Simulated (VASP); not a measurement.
A run of VASP 6.6.1 is set up as follows.

File POSCAR:

```
LiCl
1.0
    0.0000000000      2.4824231290      2.6130515065
    2.4824231290      0.0000000000      2.6130515065
    2.4824231290      2.4824231290      0.0000000000
Li Cl
1 1
Direct
    0.0000000000      0.0000000000      0.0000000000
    0.5000000000      0.5000000000      0.5000000000
```

Contents of INCAR.step1:

```
ALGO     = Normal         # electronic algorithm
EDIFF    = 1E-5           # SCF threshold, eV
ENCUT    = 520            # plane-wave cutoff, eV
GGA      = PE             # functional
ISIF     = 2              # what is computed and relaxed
ISMEAR   = 0              # smearing method
LASPH    = T              # aspherical terms in the spheres
LREAL    = F              # projectors in reciprocal space
LWAVE    = T              # write WAVECAR
NBANDS   = 12             # bands
NELM     = 80             # most SCF steps
PREC     = Accurate       # precision mode
SIGMA    = 0.01           # smearing width, eV
```

File INCAR.step2:

```
ALGO     = Normal         # electronic algorithm
EDIFF    = 1E-7           # SCF threshold, eV
ENCUT    = 520            # plane-wave cutoff, eV
GGA      = PE             # functional
HFSCREEN = 0.2079         # screening, 1/A
ISIF     = 2              # what is computed and relaxed
ISMEAR   = 0              # smearing method
ISTART   = 1            
LASPH    = T              # aspherical terms in the spheres
LCHARG   = T              # write CHGCAR
LELF     = T              # ELF
LHFCALC  = T              # exact exchange
LREAL    = F              # projectors in reciprocal space
LVHAR    = T            
LWAVE    = F              # write WAVECAR
NBANDS   = 12             # bands
NELM     = 80             # most SCF steps
PREC     = Accurate       # precision mode
PRECFOCK = Normal       
SIGMA    = 0.01           # smearing width, eV
```

File KPOINTS:

```
k-points
0
Gamma
  6 6 6
```

Potentials or basis: VASP PAW PBE potentials, release 64 (Li_sv, Cl).

The run is started by

```sh
$ cat potpaw_PBE.64/Li_sv/POTCAR potpaw_PBE.64/Cl/POTCAR > POTCAR
$ cp INCAR.step1 INCAR
$ mpirun -np 1 vasp_std > vasp.out
$ cp INCAR.step2 INCAR
$ mpirun -np 1 vasp_std > vasp.out
```

Q: What does it give for the band gap on the k mesh?

A: 7.94 eV.

Caveat: the cell differs from its parent crystal (epitaxial xy strain -2.9%). A k mesh can miss the band edges.
